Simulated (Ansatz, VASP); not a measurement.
# Zr in VASP and in Ansatz

```
Zr
1.0
     3.23200    0.00000    0.00000
    -1.61600    2.79899    0.00000
     0.00000    0.00000    5.19847
Zr
2
Direct
  0.33333 0.66667 0.25000
  0.66667 0.33333 0.75000
```

Change from the starting cell: zz strain of +1 %, crystal datasets.

Alike in both runs: task electric field gradients; functional PBEsol; k mesh 13 × 13 × 7; occupations fermi-dirac, width 0.08 eV; no spin polarisation.

|  | VASP | Ansatz |
| --- | --- | --- |
| version | VASP 6.6.1 | Ansatz 0.2.0 |
| potentials or method | VASP PAW PBE potentials, release 64 (Zr_sv), cutoff 520 eV | all-electron PAW with datasets made for the crystal, scalar-relativistic |

|  | VASP | Ansatz | Ansatz less VASP |
| --- | --- | --- | --- |
| pressure (GPa) | -4.1 | -4.2 | -0.03 |
| traceless stress, the component that is largest in VASP (GPa) | -0.18 | -0.18 | 0.000 |
| size of Vzz on the site where it differs most (V/Å²) | 35.5 | 36.4 | +0.84 |

VASP's potentials were made for PBE, not for PBEsol. Ansatz ran all-electron here, and VASP with PAW potentials.
